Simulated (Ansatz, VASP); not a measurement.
# TaN in VASP and in Ansatz

```
Ta N
1.0
     3.14150    0.00000    0.00000
    -1.57075    2.72062    0.00000
     0.00000    0.00000    4.79180
Ta N
2 2
Direct
  0.33333 0.66667 0.00000
  0.66667 0.33333 0.50000
  0.33333 0.66667 0.38500
  0.66667 0.33333 0.88500
```

Change from the starting cell: strain +0.030 along x and y, -0.030 along z, atoms carried along.

Alike in both runs: task single point; functional PBEsol; k mesh 18 × 18 × 10; occupations gaussian, width 0.15 eV; no spin polarisation.

```csv
,VASP,Ansatz
version,VASP 6.6.1,Ansatz 0.2.0
potentials or method,"VASP PAW PBE potentials, release 64 (Ta_pv, N), cutoff 520 eV","scalar-relativistic, plane waves, PAW"
valence electrons in the cell,32,36
```

VASP gave:

- gap on the k mesh at the Fermi level (eV): none
- pressure (GPa): 107.8
- traceless stress, the component that is largest in VASP (GPa): 6.29
- rms of the force components (eV/Å): 0.494

Task: What did Ansatz give for the same quantities?

Result: gap on the k mesh at the Fermi level (eV): none; pressure (GPa): 104.8; traceless stress, the component that is largest in VASP (GPa): 5.93; rms of the force components (eV/Å): 0.468.

VASP's potentials were made for PBE, not for PBEsol. Atom by atom the forces differ by 0.027 eV/Å (rms over components). A gap of «none» marks a metal or a gap that the smearing closes. Both programs put the cell under a high pressure, so it lies far from rest at this level. VASP's potentials hold 32 valence electrons a cell and Ansatz's 36, so a difference there can come from the potentials and not from the codes.

Neither program's run includes spin-orbit coupling. Noted on VASP's run: the cell as given lies far from equilibrium.
